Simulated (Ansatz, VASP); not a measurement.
**Two plane-wave programs on Al2Cu**

INCAR

```
SYSTEM = Al2Cu
PREC = Accurate
ENCUT = 520
EDIFF = 1E-6
ISMEAR = 0
SIGMA = 0.15
LREAL = .FALSE.
LASPH = .TRUE.
NELM = 100
ALGO = Fast
ISIF = 2
LWAVE = .FALSE.
LCHARG = .TRUE.
GGA = PE
LELF = .TRUE.
LVHAR = .TRUE.
NBANDS = 26
```

File KPOINTS:

```
Automatic mesh
0
G
  12 12 12
  0 0 0
```

Contents of POSCAR:

```
Al2Cu
1.0
   -2.9354032152      2.9354032152      2.4782417120
    2.9354032152     -2.9354032152      2.4782417120
    2.9354032152      2.9354032152     -2.4782417120
Al Cu
4 2
Direct
    0.1587211842      0.6587211842      0.8174423684
    0.6587211842      0.8412788158      0.5000000000
    0.8412788158      0.3412788158      0.1825576316
    0.3412788158      0.1587211842      0.5000000000
    0.7500000000      0.7500000000      0.0000000000
    0.2500000000      0.2500000000      0.0000000000
```

Input for Ansatz:

```yaml
crystal:
  lattice:
    - [-2.9354032152, 2.9354032152, 2.478241712]
    - [2.9354032152, -2.9354032152, 2.478241712]
    - [2.9354032152, 2.9354032152, -2.478241712]
  atoms:
    - { symbol: Al, position: [0.1587211842, 0.6587211842, 0.8174423684] }
    - { symbol: Al, position: [0.6587211842, 0.8412788158, 0.5] }
    - { symbol: Al, position: [0.8412788158, 0.3412788158, 0.1825576316] }
    - { symbol: Al, position: [0.3412788158, 0.1587211842, 0.5] }
    - { symbol: Cu, position: [0.75, 0.75, 0.0] }
    - { symbol: Cu, position: [0.25, 0.25, 0.0] }
basis:
  ecutwfc: 420
kpoints:
  mp_grid: { grid: [12, 12, 12] }
hamiltonian:
  xc: pbe
scf:
  occupations: { method: gaussian, width: 0.15 }
output:
  forces: true
  stress: true
  eigenvalues: true
```

Change from the starting cell: strain -0.030 along x and y, +0.015 along z, atoms carried along.

Alike in both runs: task single point; functional PBE; k mesh 12 × 12 × 12; occupations gaussian, width 0.15 eV; no spin polarisation.

```csv
,VASP,Ansatz
version,VASP 6.6.1,Ansatz 0.2.0
potentials or method,"VASP PAW PBE potentials, release 64 (Al, Cu), cutoff 520 eV","scalar-relativistic, plane waves, PAW"
valence electrons in the cell,34,50
```

```tsv
	VASP	Ansatz	Ansatz less VASP
gap on the k mesh at the Fermi level (eV)	none	none	-
pressure (GPa)	5.3	5.4	+0.10
traceless stress, the component that is largest in VASP (GPa)	-3.94	-3.98	-0.042
rms of the force components (eV/Å)	0.049	0.051	+0.0016
```

Atom by atom the forces differ by 0.002 eV/Å (rms over components). A gap of «none» marks a metal or a gap that the smearing closes. The functional is the same, so the differences come from potentials, cutoffs and numerics. VASP's potentials hold 34 valence electrons a cell and Ansatz's 50, so a difference there can come from the potentials and not from the codes.
